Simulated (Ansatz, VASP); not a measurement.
**Two plane-wave programs on Nb**

INCAR

```
PREC     = Accurate       # precision mode
ENCUT    = 500            # plane-wave cutoff, eV
EDIFF    = 1E-6           # SCF threshold, eV
ISMEAR   = 0              # smearing method
SIGMA    = 0.1            # smearing width, eV
LREAL    = False          # projectors in reciprocal space
LASPH    = True           # aspherical terms in the spheres
NELM     = 120            # most SCF steps
ALGO     = Normal         # electronic algorithm
ISIF     = 2              # what is computed and relaxed
LWAVE    = False          # write WAVECAR
LCHARG   = True           # write CHGCAR
GGA      = PE             # functional
IVDW     = 12             # dispersion correction
LELF     = True           # ELF
LVHAR    = True         
NBANDS   = 12             # bands
GGA_COMPAT= False
```

File KPOINTS:

```
Automatic mesh
0
Gamma
  8 8 8
```

POSCAR

```
Nb
1.0
   -1.6639500000      1.6639500000      1.6639500000
    1.6639500000     -1.6639500000      1.6639500000
    1.6639500000      1.6639500000     -1.6639500000
Nb
1
Direct
    0.0000000000      0.0000000000      0.0000000000
```

Input for Ansatz:

```yaml
crystal:
  lattice:
    - [-1.66395, 1.66395, 1.66395]
    - [1.66395, -1.66395, 1.66395]
    - [1.66395, 1.66395, -1.66395]
  atoms:
    - { symbol: Nb, position: [0.0, 0.0, 0.0] }
basis:
  ecutwfc: 420
kpoints:
  mp_grid: { grid: [8, 8, 8] }
hamiltonian:
  xc: pbe
  dispersion: d3bj
scf:
  occupations: { method: gaussian, width: 0.1 }
output:
  forces: true
  stress: true
  eigenvalues: true
```

Alike in both runs: task single point; functional PBE; dispersion D3(BJ); k mesh 8 × 8 × 8; occupations gaussian, width 0.1 eV; no spin polarisation.

|  | VASP | Ansatz |
| --- | --- | --- |
| version | VASP 6.6.1 | Ansatz 0.2.0 |
| potentials or method | VASP PAW PBE potentials, release 64 (Nb_sv), cutoff 500 eV | scalar-relativistic, plane waves, PAW |
| valence electrons in the cell | 13 | 13 |

|  | VASP | Ansatz | Ansatz less VASP |
| --- | --- | --- | --- |
| gap on the k mesh at the Fermi level (eV) | none | none | - |
| pressure (GPa) | -9.2 | -8.8 | +0.38 |

A gap of «none» marks a metal or a gap that the smearing closes.
